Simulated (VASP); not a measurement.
# SiSn7 (P-43m) in VASP: further runs

Runs on SiSn7. Level: PBE. Tasks: single point.

All numbers are computed with VASP 6.6.1; they aren't measurements. Logs are shortened: lines on timing, memory, paths and dates and some standing lists are left out, and cuts for length are marked.

### 1 The cell of the first run

It takes space group P-43m (No. 215, cubic). The conventional cell has a = 6.440 Å, b = 6.440 Å, c = 6.440 Å, α = 90.00°, β = 90.00°, γ = 90.00°. Within 3.5 Å of Si (site symmetry -43m) lie 4 Sn at 2.66 Å. Sn (site symmetry -42m) has 4 Sn at 2.83 Å within 3.7 Å. Within 3.5 Å of Sn (site symmetry 3m) lie 1 Si at 2.66 Å and 3 Sn at 2.83 Å.

### 2 Single point, PBE (33.38 Å³/atom)

Input file INCAR:

```
SYSTEM = SiSn7
PREC = Accurate
ENCUT = 500
EDIFF = 1E-6
ISMEAR = 0
SIGMA = 0.1
LREAL = .False.
LASPH = .True.
NELM = 120
ALGO = Normal
ISIF = 2
LWAVE = .False.
LCHARG = .False.
GGA = PE
NBANDS = 61
GGA_COMPAT = .False.
```

Input file KPOINTS:

```
regular mesh
0
Gamma
  6 6 6
  0 0 0
```

Input file POSCAR:

```
SiSn7
1.0
    6.4397692323      0.0000000000      0.0000000000
    0.0000000000      6.4397692323      0.0000000000
    0.0000000000      0.0000000000      6.4397692323
Si Sn
1 7
Direct
    0.0000000000      0.0000000000      0.0000000000
    0.0000000000      0.5000000000      0.5000000000
    0.2384759430      0.7615240570      0.7615240570
    0.5000000000      0.0000000000      0.5000000000
    0.7615240570      0.2384759430      0.7615240570
    0.7615240570      0.7615240570      0.2384759430
    0.5000000000      0.5000000000      0.0000000000
    0.2384759430      0.2384759430      0.2384759430
```

Potentials or basis: VASP PAW PBE potentials, release 64 (Si, Sn_d).

Run with:

```bash
$ cat potpaw_PBE.64/Si/POTCAR potpaw_PBE.64/Sn_d/POTCAR > POTCAR
$ mpirun -np 1 vasp_std > vasp.out
```

OUTCAR:

```text
SYSTEM = SiSn7
   PREC = Accurate
   ENCUT = 500
   EDIFF = 1E-6
   ISMEAR = 0
   LREAL = .False.
   LASPH = .True.
   NELM = 120
   ISIF = 2
   GGA = PE

 ion  position               nearest neighbor table
   1  0.000  0.000  0.000-   3 2.66   5 2.66   6 2.66   8 2.66
   2  0.000  0.500  0.500-   3 2.83   5 2.83   6 2.83   8 2.83
   3  0.238  0.762  0.762-   1 2.66   7 2.83   4 2.83   2 2.83
   4  0.500  0.000  0.500-   3 2.83   5 2.83   6 2.83   8 2.83
   5  0.762  0.238  0.762-   1 2.66   7 2.83   4 2.83   2 2.83
   6  0.762  0.762  0.238-   1 2.66   7 2.83   4 2.83   2 2.83
   7  0.500  0.500  0.000-   3 2.83   5 2.83   6 2.83   8 2.83
   8  0.238  0.238  0.238-   1 2.66   7 2.83   4 2.83   2 2.83

  LATTYP: Found a simple cubic cell.
 ALAT       =     6.4397692323

  Lattice vectors:

 A1 = (   6.4397692323,   0.0000000000,   0.0000000000)
 A2 = (   0.0000000000,   6.4397692323,   0.0000000000)
 A3 = (   0.0000000000,   0.0000000000,   6.4397692323)

Analysis of symmetry for initial positions (statically):
=====================================================================
 Subroutine PRICEL returns:
 Original cell was already a primitive cell.

 Routine SETGRP: Setting up the symmetry group for a
 simple cubic supercell.

 Subroutine GETGRP returns: Found 24 space group operations
 (whereof 24 operations were pure point group operations)
 out of a pool of 48 trial point group operations.

The static configuration has the point symmetry T_d .

Analysis of symmetry for dynamics (positions and initial velocities):
=====================================================================
 Subroutine PRICEL returns:
 Original cell was already a primitive cell.

 Routine SETGRP: Setting up the symmetry group for a
 simple cubic supercell.

 Subroutine GETGRP returns: Found 24 space group operations
 (whereof 24 operations were pure point group operations)
 out of a pool of 48 trial point group operations.

The dynamic configuration has the point symmetry T_d .

 Subroutine INISYM returns: Found 24 space group operations
 (whereof 24 operations are pure point group operations),
 and found     1 'primitive' translations

----------------------------------------------------------------------------------------

                                     Primitive cell

  volume of cell :     267.0613

  direct lattice vectors                    reciprocal lattice vectors
     6.439769232  0.000000000  0.000000000     0.155285068  0.000000000  0.000000000
     0.000000000  6.439769232  0.000000000     0.000000000  0.155285068  0.000000000
     0.000000000  0.000000000  6.439769232     0.000000000  0.000000000  0.155285068

  length of vectors
     6.439769232  6.439769232  6.439769232     0.155285068  0.155285068  0.155285068

  position of ions in fractional coordinates (direct lattice)
     0.000000000  0.000000000  0.000000000
     0.000000000  0.500000000  0.500000000
     0.238475943  0.761524057  0.761524057
     0.500000000  0.000000000  0.500000000
     0.761524057  0.238475943  0.761524057
     0.761524057  0.761524057  0.238475943
     0.500000000  0.500000000  0.000000000
     0.238475943  0.238475943  0.238475943

  ion indices of the primitive-cell ions
   primitive index   ion index
                 1           1
                 2           2
                 3           3
                 4           4
                 5           5
                 6           6
                 7           7
                 8           8

----------------------------------------------------------------------------------------

 KPOINTS: regular mesh

Automatic generation of k-mesh.
 Grid dimensions read from file:
 generate k-points for:    6    6    6

 Generating k-lattice:

  Cartesian coordinates                     Fractional coordinates (reciprocal lattice)
     0.025880845  0.000000000  0.000000000     0.166666667  0.000000000  0.000000000
     0.000000000  0.025880845  0.000000000     0.000000000  0.166666667  0.000000000
     0.000000000  0.000000000  0.025880845     0.000000000  0.000000000  0.166666667

  Length of vectors
     0.025880845  0.025880845  0.025880845

  Shift w.r.t. Gamma in fractional coordinates (k-lattice)
     0.000000000  0.000000000  0.000000000

 Subroutine IBZKPT returns following result:
 ===========================================

 Found     20 irreducible k-points:

 Following reciprocal coordinates:
            Coordinates               Weight
  0.000000  0.000000  0.000000      1.000000
  0.166667  0.000000  0.000000      6.000000
  0.333333  0.000000  0.000000      6.000000
  0.500000  0.000000  0.000000      3.000000
  0.166667  0.166667  0.000000     12.000000
  0.333333  0.166667  0.000000     24.000000
[... 12 lines left out ...]
  0.500000  0.500000  0.333333      6.000000
  0.500000  0.500000  0.500000      1.000000
   k-points           NKPTS =     20   k-points in BZ     NKDIM =     20   number of bands    NBANDS=     61
   number of dos      NEDOS =    301   number of ions     NIONS =      8
   total plane-waves  NPLWV = 110592
   dimension x,y,z NGX =    48 NGY =   48 NGZ =   48
   dimension x,y,z NGXF=    96 NGYF=   96 NGZF=   96
   ions per type =               1   7
   NGX,Y,Z   is equivalent  to a cutoff of  12.39, 12.39, 12.39 a.u.
   NGXF,Y,Z  is equivalent  to a cutoff of  24.78, 24.78, 24.78 a.u.
 SYSTEM =  SiSn7
   PREC   = accura    normal or accurate (medium, high low for compatibility)
   ISTART =      0    job   : 0-new  1-cont  2-samecut
   ICHARG =      2    charge: 1-file 2-atom 10-const
   ISPIN  =      1    spin polarized calculation?
   LNONCOLLINEAR =      F non collinear calculations
   LSORBIT =      F    spin-orbit coupling
   LASPH  =      T    aspherical Exc in radial PAW
   ENCUT  =  500.0 eV  36.75 Ry    6.06 a.u.  11.74 11.74 11.74*2*pi/ulx,y,z
   NELM   =    120;   NELMIN=  2; NELMDL= -5     # of ELM steps
   EDIFF  = 0.1E-05   stopping-criterion for ELM
   LREAL  =      F    real-space projection
   EDIFFG = 0.1E-04   stopping-criterion for IOM
   NSW    =      0    number of steps for IOM
   IBRION =     -1    ionic relax: 0-MD 1-quasi-New 2-CG
   NFREE  =      0    steps in history (QN), initial steepest desc. (CG)
   ISIF   =      2    stress and relaxation
   ISYM   =      2    0-nonsym 1-usesym 2-fastsym
   POTIM  = 0.5000    time-step for ionic-motion
   TEBEG  =    0.0;   TEEND  =   0.0 temperature during run
   PSTRESS=    0.0 pullay stress
   NELECT =     102.0000    total number of electrons
   NUPDOWN=      -1.0000    fix difference up-down
   EMIN   =  10.00;   EMAX   =-10.00  energy-range for DOS
   EFERMI =   0.00;   METHOD = LEGACY
   ISMEAR =     0;   SIGMA  =   0.10  broadening in eV -4-tet -1-fermi 0-gaus
   EFERMI_NEDOS =   21; number of points for ismear=-14 and -15
   IALGO  =     38    algorithm
   IMIX   =      4    mixing-type and parameters
     AMIX     =   0.40;   BMIX     =  1.00
     AMIX_MAG =   1.60;   BMIX_MAG =  1.00
  volume/ion in A,a.u.               =      33.38       225.28
  Fermi-wavevector in a.u.,A,eV,Ry     =   1.187785  2.244589 19.195558  1.410834
  Thomas-Fermi vector in A             =   2.323929
   LORBIT       =      0    0 simple, 1 ext, 2 COOP (PROOUT), +10 PAW based schemes
   GGA     = PE    functional components
   LHFCALC =     F    Hartree Fock is set to
   AEXX    =    0.0000 exact exchange contribution
   IVDW    =     0    specifies the selected vdW correction
   LEPSILON=     F    determine dielectric tensor
   LRPA    =     F    only Hartree local field effects (RPA)
 non-spin polarized calculation
 Gauss-broadening in eV      SIGMA  =   0.10
  energy-cutoff  :      500.00
  volume of cell :      267.06
 maximum number of plane-waves:      6816
 NGX is ok and might be reduce to    48
   NGX = 23   NGY = 23   NGZ = 23

 number of electron     102.0000098 magnetization

 Free energy of the ion-electron system (eV)
  ---------------------------------------------------
  ext. energy  EPLUGINS =         0.00000000
  ---------------------------------------------------
  free energy    TOTEN  =       -31.82579750 eV

  energy without entropy =      -31.82233955  energy(sigma->0) =      -31.82406852

 E-fermi :   5.3957     XC(G=0):  -8.8043

 val. band max:        5.3086594811   @ k =   0.1667   0.1667   0.0000
 cond. band min:       5.4217231584   @ k =   0.5000   0.5000   0.5000
 fundamental gap:      0.1130636773
 Fermi energy:         5.3957451671

 k-point     1 :       0.0000    0.0000    0.0000
  band No.  band energies     occupation
      1     -16.2714      2.00000
      2     -16.2714      2.00000
      3     -16.2714      2.00000
      4     -16.2657      2.00000
      5     -16.2657      2.00000
      6     -16.2657      2.00000
[... 53 lines left out ...]
     60       7.6033      0.00000
     61       7.6033      0.00000

 k-point     2 :       0.1667    0.0000    0.0000
  band No.  band energies     occupation
      1     -16.2752      2.00000
      2     -16.2752      2.00000
      3     -16.2744      2.00000
      4     -16.2677      2.00000
      5     -16.2650      2.00000
      6     -16.2650      2.00000
[... 53 lines left out ...]
     60       8.0870      0.00000
     61       8.0870      0.00000

 k-point     3 :       0.3333    0.0000    0.0000
  band No.  band energies     occupation
      1     -16.2809      2.00000
      2     -16.2809      2.00000
      3     -16.2796      2.00000
      4     -16.2710      2.00000
      5     -16.2647      2.00000
      6     -16.2647      2.00000
[... 1077 lines left out ...]
     60       8.6618      0.00000
     61       8.8672      0.00000

 k-point    20 :       0.5000    0.5000    0.5000
  band No.  band energies     occupation
      1     -16.2767      2.00000
      2     -16.2767      2.00000
      3     -16.2639      2.00000
      4     -16.2639      2.00000
      5     -16.2639      2.00000
      6     -16.2120      2.00000
[... 53 lines left out ...]
     60       8.5885      0.00000
     61       8.8336      0.00000

------------------------ aborting loop because EDIFF is reached ----------------------------------------

  FORCE on cell =-STRESS in cart. coord.  units (eV):
  Direction    XX          YY          ZZ          XY          YZ          ZX
  --------------------------------------------------------------------------------------
  -------------------------------------------------------------------------------------
  Total        2.0806361      2.0806361      2.0806361      0.0000000     -0.0000000     -0.0000000
  in kB       12.4823342     12.4823342     12.4823342      0.0000000     -0.0000000     -0.0000000
  external PRESSURE =      12.4823342 kB  Pullay stress =       0.0000000 kB

 VOLUME and BASIS-vectors are now :
 -----------------------------------------------------------------------------
  energy-cutoff  :      500.00
  volume of cell :      267.06
      direct lattice vectors                 reciprocal lattice vectors
     6.439769232  0.000000000  0.000000000     0.155285068  0.000000000  0.000000000
     0.000000000  6.439769232  0.000000000     0.000000000  0.155285068  0.000000000
     0.000000000  0.000000000  6.439769232     0.000000000  0.000000000  0.155285068

 POSITION                                       TOTAL-FORCE (eV/Angst)
 -----------------------------------------------------------------------------------
      0.00000      0.00000      0.00000        -0.000000      0.000000     -0.000000
      0.00000      3.21988      3.21988        -0.000000     -0.000000     -0.000000
      1.53573      4.90404      4.90404         0.000783     -0.000783     -0.000783
      3.21988      0.00000      3.21988         0.000000      0.000000     -0.000000
      4.90404      1.53573      4.90404        -0.000783      0.000783     -0.000783
      4.90404      4.90404      1.53573        -0.000783     -0.000783      0.000783
      3.21988      3.21988      0.00000         0.000000     -0.000000     -0.000000
      1.53573      1.53573      1.53573         0.000783      0.000783      0.000783
 -----------------------------------------------------------------------------------
    total drift:                                0.000000      0.000000      0.000000

  FREE ENERGIE OF THE ION-ELECTRON SYSTEM (eV)
  ---------------------------------------------------
  free  energy   TOTEN  =       -31.8257974961 eV

  energy  without entropy=      -31.8223395479  energy(sigma->0) =      -31.82406852
```

It took 3.3 min on 1 thread of Oxide Virtual Turin-like, shared host; peak memory 0.41 GiB.

Results:

```yaml
Free_energy: -31.8258 eV
Pressure: 1.2 GPa
Band_gap_on_the_k_mesh: zero (bands 51 and 52 overlap by 0.25 eV)
```

Caveat: semilocal functionals underestimate gaps, and a narrow one can read as zero; spin-orbit coupling is left out, which moves the levels of the heavy elements.

### 3 Single point, PBE (35.45 Å³/atom)

This run uses another cell than the first one, of 35.45 Å³/atom.

Input file INCAR:

```
PREC = Accurate ; ENCUT = 500
EDIFF = 1E-6 ; ISMEAR = 0
SIGMA = 0.1 ; LREAL = False
LASPH = True ; NELM = 120
ALGO = Normal ; ISIF = 2
LWAVE = False ; LCHARG = False
GGA = PE ; NBANDS = 61
GGA_COMPAT = False
```

Input file KPOINTS:

```
regular mesh
0
Gamma
  6 6 6
```

POSCAR: that of step 2 with these lines changed.

```diff
@@ -2,5 +2,5 @@
 1.0
-    6.4397692323      0.0000000000      0.0000000000
-    0.0000000000      6.4397692323      0.0000000000
-    0.0000000000      0.0000000000      6.4397692323
+    6.5699006408      0.0000000000      0.0000000000
+    0.0000000000      6.5699006408      0.0000000000
+    0.0000000000      0.0000000000      6.5699006408
 Si Sn
```

Potentials or basis: VASP PAW PBE potentials, release 64 (Si, Sn_d).

Run with:

```bash
$ cat potpaw_PBE.64/Si/POTCAR potpaw_PBE.64/Sn_d/POTCAR > POTCAR
$ mpirun -np 1 vasp_std > vasp.out
```

Run time: 3.7 min. Hardware: 1 thread of Oxide Virtual Turin-like, shared host; peak memory 0.44 GiB.

The run converged. Its results:

```yaml
Free_energy: -31.8291 eV
Pressure: -1.1 GPa
Largest_force: 0.015 eV/Å
Band_gap_on_the_k_mesh: zero (bands 51 and 52 overlap by 0.35 eV)
```

Forces in eV/Å, atoms in the order of the input:
```
Si   0.000  0.000  0.000
Sn   0.000  0.000  0.000
Sn   0.008 -0.008 -0.008
Sn   0.000  0.000  0.000
Sn  -0.008  0.008 -0.008
Sn  -0.008 -0.008  0.008
Sn   0.000  0.000  0.000
Sn   0.008  0.008  0.008
```

Levels at points of the mesh, in eV from the Fermi level:
```csv
k point,band 49,band 50,band 51,band 52,band 53,band 54
"(0.00, 0.00, 0.00)",-1.04,0.09,0.09,0.09,0.70,0.70
"(0.50, 0.00, 0.00)",-1.61,-1.21,-1.21,0.95,1.12,1.97
"(0.50, 0.50, 0.00)",-1.26,-1.02,-0.70,1.17,1.30,1.70
"(0.50, 0.50, 0.50)",-0.88,-0.69,-0.69,-0.25,-0.05,-0.05
```

Caveat: semilocal functionals underestimate gaps, and a narrow one can read as zero; spin-orbit coupling is left out, which moves the levels of the heavy elements.

(Part 1 of 2 ends here.)

The gap in the log of VASP goes by the Fermi energy; the results here count the filled bands.